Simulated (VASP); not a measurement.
# TiTe2 (P-3m1) in VASP: notebook

The runs below take TiTe2 through single point, with PBEsol.

Everything below comes from runs of VASP 6.6.1. Logs are shortened: lines on timing, memory, paths and dates and some standing lists are left out, and cuts for length are marked.

### Step 1. The cell of the first run

It takes space group P-3m1 (No. 164, trigonal). The conventional cell has a = 3.700 Å, b = 3.700 Å, c = 6.365 Å, α = 90.00°, β = 90.00°, γ = 120.00°. Ti (site symmetry -3m) has 6 Te at 2.71 Å and 6 Ti at 3.70 Å within 3.7 Å. Te (site symmetry 3m) has 3 Ti at 2.71 Å and 9 Te at 3.70 Å within 3.7 Å.

### Step 2. Single point, PBEsol

The input, INCAR:

```
PREC = Accurate ; ENCUT = 520
EDIFF = 1E-6 ; ISMEAR = -1
SIGMA = 0.3 ; LREAL = F
LASPH = T ; NELM = 80
ALGO = Normal ; ISIF = 2
LWAVE = F ; LCHARG = F
GGA = PS ; NBANDS = 19
```

The input, KPOINTS:

```
Automatic mesh
0
Gamma
  10 10 5
```

The input, POSCAR:

```
TiTe2
1.0
    3.6998967326      0.0000000000      0.0000000000
   -1.8499483663      3.2042045617      0.0000000000
    0.0000000000      0.0000000000      6.3653505344
Ti Te
1 2
Direct
    0.0000000000      0.0000000000      0.0000000000
    0.6666666667      0.3333333333      0.2628000000
    0.3333333333      0.6666666667      0.7372000000
```

Potentials or basis: VASP PAW PBE potentials, release 64 (Ti_sv, Te).

Started as:

```sh
> cat potpaw_PBE.64/Ti_sv/POTCAR potpaw_PBE.64/Te/POTCAR > POTCAR
> mpirun -np 1 vasp_std > vasp.out
```

OUTCAR:

```text
PREC = Accurate
   ENCUT = 520
   EDIFF = 1E-6
   ISMEAR = -1
   LREAL = F
   LASPH = T
   NELM = 80
   ISIF = 2
   GGA = PS

 ion  position               nearest neighbor table
   1  0.000  0.000  0.000-   2 2.71   3 2.71   3 2.71   2 2.71   2 2.71   3 2.71
   2  0.667  0.333  0.263-   1 2.71   1 2.71   1 2.71
   3  0.333  0.667  0.737-   1 2.71   1 2.71   1 2.71

  LATTYP: Found a hexagonal cell.
 ALAT       =     3.6998967326
 C/A-ratio  =     1.7204130262

  Lattice vectors:

 A1 = (   3.6998967326,   0.0000000000,   0.0000000000)
 A2 = (  -1.8499483663,   3.2042045617,   0.0000000000)
 A3 = (   0.0000000000,   0.0000000000,   6.3653505344)

Analysis of symmetry for initial positions (statically):
=====================================================================
 Subroutine PRICEL returns:
 Original cell was already a primitive cell.

 Routine SETGRP: Setting up the symmetry group for a
 hexagonal supercell.

 Subroutine GETGRP returns: Found 12 space group operations
 (whereof 12 operations were pure point group operations)
 out of a pool of 24 trial point group operations.

The static configuration has the point symmetry D_3d.

Analysis of symmetry for dynamics (positions and initial velocities):
=====================================================================
 Subroutine PRICEL returns:
 Original cell was already a primitive cell.

 Routine SETGRP: Setting up the symmetry group for a
 hexagonal supercell.

 Subroutine GETGRP returns: Found 12 space group operations
 (whereof 12 operations were pure point group operations)
 out of a pool of 24 trial point group operations.

The dynamic configuration has the point symmetry D_3d.

 Subroutine INISYM returns: Found 12 space group operations
 (whereof 12 operations are pure point group operations),
 and found     1 'primitive' translations

----------------------------------------------------------------------------------------

                                     Primitive cell

  volume of cell :      75.4627

  direct lattice vectors                    reciprocal lattice vectors
     3.699896733  0.000000000  0.000000000     0.270277814  0.156044969  0.000000000
    -1.849948366  3.204204562  0.000000000     0.000000000  0.312089937  0.000000000
     0.000000000  0.000000000  6.365350534     0.000000000  0.000000000  0.157100539

  length of vectors
     3.699896733  3.699896733  6.365350534     0.312089937  0.312089937  0.157100539

  position of ions in fractional coordinates (direct lattice)
     0.000000000  0.000000000  0.000000000
     0.666666667  0.333333333  0.262800000
     0.333333333  0.666666667  0.737200000

  ion indices of the primitive-cell ions
   primitive index   ion index
                 1           1
                 2           2
                 3           3

----------------------------------------------------------------------------------------

 KPOINTS: Automatic mesh

Automatic generation of k-mesh.
 Grid dimensions read from file:
 generate k-points for:   10   10    5

 Generating k-lattice:

  Cartesian coordinates                     Fractional coordinates (reciprocal lattice)
     0.027027781  0.015604497  0.000000000     0.100000000 -0.000000000  0.000000000
     0.000000000  0.031208994  0.000000000     0.000000000  0.100000000  0.000000000
     0.000000000  0.000000000  0.031420108     0.000000000  0.000000000  0.200000000

  Length of vectors
     0.031208994  0.031208994  0.031420108

  Shift w.r.t. Gamma in fractional coordinates (k-lattice)
     0.000000000  0.000000000  0.000000000

 Subroutine IBZKPT returns following result:
 ===========================================

 Found     58 irreducible k-points:

 Following reciprocal coordinates:
            Coordinates               Weight
  0.000000  0.000000  0.000000      1.000000
  0.100000 -0.000000  0.000000      6.000000
  0.200000 -0.000000  0.000000      6.000000
  0.300000  0.000000  0.000000      6.000000
  0.400000 -0.000000  0.000000      6.000000
  0.500000  0.000000  0.000000      3.000000
[... 16 lines left out ...]
  0.000000  0.400000  0.200000      6.000000
  0.500000  0.000000  0.200000      6.000000
 [... further k-points ...]
   k-points           NKPTS =     58   k-points in BZ     NKDIM =     58   number of bands    NBANDS=     19
   number of dos      NEDOS =    301   number of ions     NIONS =      3
   total plane-waves  NPLWV =  37632
   dimension x,y,z NGX =    28 NGY =   28 NGZ =   48
   dimension x,y,z NGXF=    56 NGYF=   56 NGZF=   96
   ions per type =               1   2
   NGX,Y,Z   is equivalent  to a cutoff of  12.58, 12.58, 12.54 a.u.
   NGXF,Y,Z  is equivalent  to a cutoff of  25.16, 25.16, 25.07 a.u.
 SYSTEM =  unknown system
   PREC   = accura    normal or accurate (medium, high low for compatibility)
   ISTART =      0    job   : 0-new  1-cont  2-samecut
   ICHARG =      2    charge: 1-file 2-atom 10-const
   ISPIN  =      1    spin polarized calculation?
   LNONCOLLINEAR =      F non collinear calculations
   LSORBIT =      F    spin-orbit coupling
   LASPH  =      T    aspherical Exc in radial PAW
   ENCUT  =  520.0 eV  38.22 Ry    6.18 a.u.   6.88  6.88 11.84*2*pi/ulx,y,z
   NELM   =     80;   NELMIN=  2; NELMDL= -5     # of ELM steps
   EDIFF  = 0.1E-05   stopping-criterion for ELM
   LREAL  =      F    real-space projection
   EDIFFG = 0.1E-04   stopping-criterion for IOM
   NSW    =      0    number of steps for IOM
   IBRION =     -1    ionic relax: 0-MD 1-quasi-New 2-CG
   NFREE  =      0    steps in history (QN), initial steepest desc. (CG)
   ISIF   =      2    stress and relaxation
   ISYM   =      2    0-nonsym 1-usesym 2-fastsym
   POTIM  = 0.5000    time-step for ionic-motion
   TEBEG  =    0.0;   TEEND  =   0.0 temperature during run
   PSTRESS=    0.0 pullay stress
   NELECT =      24.0000    total number of electrons
   NUPDOWN=      -1.0000    fix difference up-down
   EMIN   =  10.00;   EMAX   =-10.00  energy-range for DOS
   EFERMI =   0.00;   METHOD = LEGACY
   ISMEAR =    -1;   SIGMA  =   0.30  broadening in eV -4-tet -1-fermi 0-gaus
   EFERMI_NEDOS =   21; number of points for ismear=-14 and -15
   IALGO  =     38    algorithm
   IMIX   =      4    mixing-type and parameters
     AMIX     =   0.40;   BMIX     =  1.00
     AMIX_MAG =   1.60;   BMIX_MAG =  1.00
  volume/ion in A,a.u.               =      25.15       169.75
  Fermi-wavevector in a.u.,A,eV,Ry     =   1.117467  2.111706 16.990023  1.248731
  Thomas-Fermi vector in A             =   2.254090
   LORBIT       =      0    0 simple, 1 ext, 2 COOP (PROOUT), +10 PAW based schemes
   GGA     = PS    functional components
   LHFCALC =     F    Hartree Fock is set to
   AEXX    =    0.0000 exact exchange contribution
   IVDW    =     0    specifies the selected vdW correction
   LEPSILON=     F    determine dielectric tensor
   LRPA    =     F    only Hartree local field effects (RPA)
 non-spin polarized calculation
  energy-cutoff  :      520.00
  volume of cell :       75.46
 maximum number of plane-waves:      2050
   NGX = 13   NGY = 13   NGZ = 23

 number of electron      24.0000001 magnetization

 Free energy of the ion-electron system (eV)
  ---------------------------------------------------
  ext. energy  EPLUGINS =         0.00000000
  ---------------------------------------------------
  free energy    TOTEN  =       -17.74434937 eV

  energy without entropy =      -17.24672430  energy(sigma->0) =      -17.49553683

 E-fermi :   7.3817     XC(G=0): -10.2847

 val. band max:        7.3785850689   @ k =   0.3000   0.0000   0.2000
 cond. band min:       7.4185916804   @ k =   0.0000   0.1000   0.4000
 fundamental gap:      0.0400066115
 Fermi energy:         7.3816657342

 k-point     1 :       0.0000    0.0000    0.0000
  band No.  band energies     occupation
      1     -49.5183      2.00000
      2     -25.8998      2.00000
      3     -25.8998      2.00000
      4     -25.8715      2.00000
      5      -5.3627      2.00000
      6      -3.6602      2.00000
[... 11 lines left out ...]
     18      12.5958      0.00000
     19      13.8399      0.00000

 k-point     2 :       0.1000   -0.0000    0.0000
  band No.  band energies     occupation
      1     -49.5179      2.00000
      2     -25.9054      2.00000
      3     -25.9010      2.00000
      4     -25.8702      2.00000
      5      -5.2413      2.00000
      6      -3.5982      2.00000
[... 11 lines left out ...]
     18      13.3678      0.00000
     19      14.3996      0.00000

 k-point     3 :       0.2000   -0.0000    0.0000
  band No.  band energies     occupation
      1     -49.5168      2.00000
      2     -25.9200      2.00000
      3     -25.9043      2.00000
      4     -25.8666      2.00000
      5      -4.8909      2.00000
      6      -3.4304      2.00000
[... 11 lines left out ...]
     18      13.4890      0.00000
     19      14.7437      0.00000

 k-point     4 :       0.3000    0.0000    0.0000
  band No.  band energies     occupation
      1     -49.5154      2.00000
      2     -25.9379      2.00000
      3     -25.9084      2.00000
      4     -25.8621      2.00000
      5      -4.3615      2.00000
      6      -3.2210      2.00000
[... 11 lines left out ...]
     18      13.1054      0.00000
     19      13.6518      0.00000

 k-point     5 :       0.4000   -0.0000    0.0000
  band No.  band energies     occupation
      1     -49.5143      2.00000
      2     -25.9524      2.00000
      3     -25.9116      2.00000
      4     -25.8586      2.00000
      5      -3.7664      2.00000
      6      -3.1010      2.00000
[... 11 lines left out ...]
     18      13.0154      0.00000
     19      13.2288      0.00000
[... 334 lines left out ...]
      2     -25.9379      2.00000
      3     -25.9084      2.00000
      4     -25.8622      2.00000
      5      -4.2490      2.00000
      6      -3.3960      2.00000
[... 11 lines left out ...]
     18      12.8663      0.00000
     19      13.5910      0.00000

 k-point    22 :       0.4000   -0.0000    0.2000
  band No.  band energies     occupation
      1     -49.5143      2.00000
      2     -25.9524      2.00000
      3     -25.9116      2.00000
      4     -25.8586      2.00000
      5      -3.7607      2.00000
      6      -3.0902      2.00000
[... 11 lines left out ...]
     18      12.2637      0.00000
     19      12.6114      0.00000

 k-point    23 :       0.0000    0.4000    0.2000
  band No.  band energies     occupation
      1     -49.5143      2.00000
      2     -25.9524      2.00000
      3     -25.9116      2.00000
      4     -25.8586      2.00000
      5      -3.6545      2.00000
      6      -3.2383      2.00000
[... 11 lines left out ...]
     18      12.3024      0.00000
     19      13.1282      0.00000

 k-point    24 :       0.5000    0.0000    0.2000
  band No.  band energies     occupation
      1     -49.5138      2.00000
      2     -25.9579      2.00000
      3     -25.9129      2.00000
      4     -25.8572      2.00000
      5      -3.3929      2.00000
      6      -3.1445      2.00000
[... 11 lines left out ...]
     18      12.1677      0.00000
     19      12.9247      0.00000

 [... further k-points ...]

------------------------ aborting loop because EDIFF is reached ----------------------------------------

  FORCE on cell =-STRESS in cart. coord.  units (eV):
  Direction    XX          YY          ZZ          XY          YZ          ZX
  --------------------------------------------------------------------------------------
  -------------------------------------------------------------------------------------
  Total        0.8606456      0.8606456      1.5698269      0.0000000     -0.0000000     -0.0000000
  in kB       18.2727020     18.2727020     33.3296062      0.0000000     -0.0000000     -0.0000000
  external PRESSURE =      23.2916701 kB  Pullay stress =       0.0000000 kB

 VOLUME and BASIS-vectors are now :
 -----------------------------------------------------------------------------
  energy-cutoff  :      520.00
  volume of cell :       75.46
      direct lattice vectors                 reciprocal lattice vectors
     3.699896733  0.000000000  0.000000000     0.270277814  0.156044969  0.000000000
    -1.849948366  3.204204562  0.000000000     0.000000000  0.312089937  0.000000000
     0.000000000  0.000000000  6.365350534     0.000000000  0.000000000  0.157100539

 POSITION                                       TOTAL-FORCE (eV/Angst)
 -----------------------------------------------------------------------------------
      0.00000      0.00000      0.00000        -0.000000      0.000000      0.000000
      1.84995      1.06807      1.67281        -0.000000      0.000000      0.514142
     -0.00000      2.13614      4.69254         0.000000     -0.000000     -0.514142
 -----------------------------------------------------------------------------------
    total drift:                                0.000000     -0.000000      0.000000

  FREE ENERGIE OF THE ION-ELECTRON SYSTEM (eV)
  ---------------------------------------------------
  free  energy   TOTEN  =       -17.7443493709 eV

  energy  without entropy=      -17.2467242964  energy(sigma->0) =      -17.49553683
```

It took 38 s on 1 thread of Intel Xeon Platinum 8559C (Emerald Rapids), shared host; peak memory 0.23 GiB.

Results:

```yaml
Free_energy: -17.7443 eV
Pressure: 2.3 GPa
Largest_force: 0.514 eV/Å
Band_gap_on_the_k_mesh: zero (bands 12 and 13 overlap by 0.73 eV)
```

Forces in eV/Å, atoms in the order of the input:
```
Ti   0.000  0.000  0.000
Te   0.000  0.000  0.514
Te   0.000  0.000 -0.514
```

Caveat: so wide a smearing shifts energies and pressures; the PAW data sets were made with another functional, which shifts forces and pressure a little; spin-orbit coupling is left out, which moves the levels of the heavy elements; this functional lacks dispersion, which binds the layers, so the pressure and a relaxed spacing across them are unreliable.

### Step 3. Single point, PBEsol

This run uses another cell than the first one, of 25.69 Å³/atom.

The input, INCAR:

```
PREC = Accurate
ENCUT = 520
EDIFF = 1E-6
ISMEAR = -1
SIGMA = 0.3
LREAL = False
LASPH = True
NELM = 80
ALGO = Normal
ISIF = 2
LWAVE = False
LCHARG = True
GGA = PS
LELF = True
LVHAR = True
NBANDS = 19
```

The input, KPOINTS:

```
regular mesh
0
Gamma
  10 10 5
```

The input, POSCAR:

```
TiTe2
1.0
    3.7259532019      0.0000000000      0.0000000000
   -1.8629766009      3.2267701261      0.0000000000
    0.0000000000      0.0000000000      6.4101784236
Ti Te
1 2
Direct
    0.0000000000      0.0000000000      0.0000000000
    0.6666666667      0.3333333333      0.2628000000
    0.3333333333      0.6666666667      0.7372000000
```

Potentials or basis: VASP PAW PBE potentials, release 64 (Ti_sv, Te).

Started as:

```sh
> cat potpaw_PBE.64/Ti_sv/POTCAR potpaw_PBE.64/Te/POTCAR > POTCAR
> mpirun -np 1 vasp_std > vasp.out
```

Run time: 43 s. Hardware: 1 thread of Intel Xeon Platinum 8559C (Emerald Rapids), shared host; peak memory 0.23 GiB.

The run converged. Its results:

```
Free energy            : -17.7608 eV
Pressure               : 0.9 GPa
Largest force          : 0.318 eV/Å
Band gap on the k mesh : zero (bands 12 and 13 overlap by 0.70 eV)
```

Forces on the atoms (eV/Å):
```
Ti   0.000  0.000  0.000
Te   0.000  0.000  0.318
Te   0.000  0.000 -0.318
```

Stress tensor (GPa, compression positive):
```
0.41 0.00 0.00
0.00 0.41 0.00
0.00 0.00 1.75
```

Levels at points of the mesh, in eV from the Fermi level:
```csv
k point,band 8,band 9,band 10,band 11,band 12,band 13,band 14,band 15,band 16,band 17
"(0.00, 0.00, 0.00)",-1.64,-1.64,0.44,0.54,0.54,0.72,1.24,1.24,3.35,3.35
"(0.50, 0.00, 0.00)",-3.80,-2.78,-2.44,-1.72,-1.11,0.12,1.37,1.71,2.61,3.69
```

Caveat: so wide a smearing shifts energies and pressures; the PAW data sets were made with another functional, which shifts forces and pressure a little; spin-orbit coupling is left out, which moves the levels of the heavy elements; this functional lacks dispersion, which binds the layers, so the pressure and a relaxed spacing across them are unreliable.

### Step 4. Single point, PBEsol

This run uses another cell than the first one, of 26.22 Å³/atom.

The input, INCAR:

```
PREC = Accurate
ENCUT = 520
EDIFF = 1E-7
ISMEAR = -1
SIGMA = 0.3
LREAL = F
LASPH = T
NELM = 60
ALGO = Normal
ISIF = 2
LWAVE = F
LCHARG = F
GGA = PS
NBANDS = 19
```

KPOINTS is that of step 3.

The input, POSCAR:

```
TiTe2
1.0
    3.7516502429      0.0000000000      0.0000000000
   -1.8758251215      3.2490244164      0.0000000000
    0.0000000000      0.0000000000      6.4543879477
Ti Te
1 2
Direct
    0.0000000000      0.0000000000      0.0000000000
    0.6666666667      0.3333333333      0.2628000000
    0.3333333333      0.6666666667      0.7372000000
```

Started as:

```sh
> cat potpaw_PBE.64/Ti_sv/POTCAR potpaw_PBE.64/Te/POTCAR > POTCAR
> mpirun -np 1 vasp_std > vasp.out
```

Run time: 51 s. Hardware: 1 thread of Intel Xeon Platinum 8559C (Emerald Rapids), shared host; peak memory 0.23 GiB.

The run converged. Its results:

```
Free energy            : -17.7627 eV
Pressure               : -0.5 GPa
Largest force          : 0.137 eV/Å
Band gap on the k mesh : zero (bands 12 and 13 overlap by 0.67 eV)
```

Forces on the atoms (eV/Å):
```
Ti   0.000  0.000  0.000
Te   0.000  0.000  0.137
Te   0.000  0.000 -0.137
```

Stress tensor (GPa, compression positive):
```
-0.91  0.00  0.00
 0.00 -0.91  0.00
 0.00  0.00  0.25
```

Levels at points of the mesh, in eV from the Fermi level:
```csv
k point,band 9,band 10,band 11,band 12,band 13,band 14,band 15,band 16
"(0.00, 0.00, 0.00)",-1.61,0.45,0.54,0.54,0.68,1.18,1.18,3.26
"(0.50, 0.00, 0.00)",-2.72,-2.38,-1.68,-1.10,0.12,1.33,1.67,2.57
```

Caveat: so wide a smearing shifts energies and pressures; the PAW data sets were made with another functional, which shifts forces and pressure a little; spin-orbit coupling is left out, which moves the levels of the heavy elements; this functional lacks dispersion, which binds the layers, so the pressure and a relaxed spacing across them are unreliable.

### Step 5. Overview

| cell | gap on the mesh (eV) | pressure (GPa) | largest force (eV/Å) |
| --- | --- | --- | --- |
| a = 3.700, b = 3.700, c = 6.365 Å, angles 90.0, 90.0, 120.0°, 3 atoms | none | 2.3 | 0.51 |
| a = 3.726, b = 3.726, c = 6.410 Å, angles 90.0, 90.0, 120.0°, 3 atoms | none | 0.9 | 0.32 |
| a = 3.752, b = 3.752, c = 6.454 Å, angles 90.0, 90.0, 120.0°, 3 atoms | none | -0.5 | 0.14 |

Alike in all rows: task single point; level PBEsol; potentials or basis VASP PAW PBE potentials, release 64 (Ti_sv, Te); no spin polarisation; k mesh 10 × 10 × 5; cutoff (eV) 520; smearing fermi-dirac 0.3 eV.

Caveats: so wide a smearing shifts energies and pressures; the PAW data sets were made with another functional, which shifts forces and pressure a little; spin-orbit coupling is left out, which moves the levels of the heavy elements; this functional lacks dispersion, which binds the layers, so the pressure and a relaxed spacing across them are unreliable.

Absolute energies hang on the potentials; compare differences alone.
